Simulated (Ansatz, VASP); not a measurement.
Hg in VASP and in Ansatz

The input INCAR:

```
PREC = Accurate ; ENCUT = 520
EDIFF = 1E-7 ; ISMEAR = -1
SIGMA = 0.03 ; LREAL = F
LASPH = T ; NELM = 60
ALGO = Normal ; ISIF = 2
LWAVE = F ; LCHARG = F
NBANDS = 12
```

Contents of KPOINTS:

```
Automatic mesh
0
Gamma
  12 12 12
```

POSCAR

```
Hg
1.0
    1.7414577458      1.0054310984      2.2487951332
   -1.7414577458      1.0054310984      2.2487951332
    0.0000000000     -2.0108621967      2.2487951332
Hg
1
Direct
    0.0000000000      0.0000000000      0.0000000000
```

Input for Ansatz:

```yaml
crystal:
  lattice:
    - [1.7414577458, 1.0054310984, 2.2487951332]
    - [-1.7414577458, 1.0054310984, 2.2487951332]
    - [0.0, -2.0108621967, 2.2487951332]
  atoms:
    - { symbol: Hg, position: [0.0, 0.0, 0.0] }
kpoints:
  mp_grid: { grid: [12, 12, 12] }
  band_path:
    path:
      - [0.0, 0.0, 0.0]
      - [0.5, 0.5, 0.5]
      - [0.7000691066, 0.2999308934, 0.5]
      - [0.5, -0.2999308934, 0.2999308934]
      - [0.5, 0.0, 0.0]
      - [0.0, 0.0, 0.0]
      - [0.3999654467, -0.3999654467, 0.0]
      - [0.6000345533, 0.0, 0.3999654467]
      - [0.5, 0.0, 0.5]
    npoints: 5
scf:
  occupations: { method: fermi_dirac, width: 0.03 }
hamiltonian:
  xc: lda
  pseudopotentials: { kind: all_electron, lapw: { basis_error: 0.0005 } }
output:
  forces: true
  stress: true
  eigenvalues: true
```

Change from the starting cell: volume scaled by 1.02.

Alike in both runs: task single point; functional LDA; k mesh 12 × 12 × 12; occupations fermi-dirac, width 0.03 eV; no spin polarisation.

|  | VASP | Ansatz |
| --- | --- | --- |
| version | VASP 6.6.1 | Ansatz 0.2.0 |
| potentials or method | VASP PAW LDA potentials, release 64 (Hg), cutoff 520 eV | all-electron LAPW, scalar-relativistic |

Ansatz gave:

```
pressure (GPa)                                                : -2.4
traceless stress, the component that is largest in VASP (GPa) : -1.18
```

**Question.** Estimate VASP's values.

**Answer.** Pressure (GPa): -1.9; traceless stress, the component that is largest in VASP (GPa): -0.90.

LDA's correlation is that of Perdew and Zunger in VASP and of Perdew and Wang (1992) in Ansatz. Ansatz ran all-electron here, and VASP with PAW potentials.

Spin-orbit coupling is off throughout.
